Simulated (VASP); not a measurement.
Set up this calculation in VASP 6.6.1, as the native input.

```
Task                   : single point
Functional             : PBE
Potentials or basis    : VASP PAW PBE potentials, release 64 (Cs_sv)
Cutoff                 : 520 eV
k mesh                 : 12 × 12 × 12
Occupations            : gaussian, width 0.15 eV
Spin                   : no spin polarisation
Dipole correction      : no
Further INCAR settings : ALGO = Normal; EDIFF = 1e-06; NBANDS = 10
```

The structure of Cs lies in POSCAR:

```
Cs
1.0
   -2.7807000000      2.7807000000      2.7807000000
    2.7807000000     -2.7807000000      2.7807000000
    2.7807000000      2.7807000000     -2.7807000000
Cs
1
Direct
    0.0000000000      0.0000000000      0.0000000000
```

This cell differs from its parent crystal: strain -0.080 along x and y, -0.080 along z.

The input as run:

INCAR

```
PREC = Accurate ; ENCUT = 520
EDIFF = 1E-6 ; ISMEAR = 0
SIGMA = 0.15 ; LREAL = False
LASPH = True ; NELM = 100
ALGO = Normal ; ISIF = 2
LWAVE = False ; LCHARG = False
GGA = PE ; NBANDS = 10
```

KPOINTS

```
Automatic mesh
0
Gamma
  12 12 12
```

Potentials or basis: VASP PAW PBE potentials, release 64 (Cs_sv).

The run is started by

```sh
$ cat potpaw_PBE.64/Cs_sv/POTCAR > POTCAR
$ mpirun -np 1 vasp_std > vasp.out
```

Results of the run:

| Quantity | Value |
| --- | --- |
| Pressure | 1.0 GPa |

Caveat: the cell differs from its parent crystal (strain -0.080 along x and y, -0.080 along z).

It took 42 s on 1 thread of AMD EPYC 7R43 64-Core Processor (Zen 3), on a shared host, peak memory 0.19 GiB.
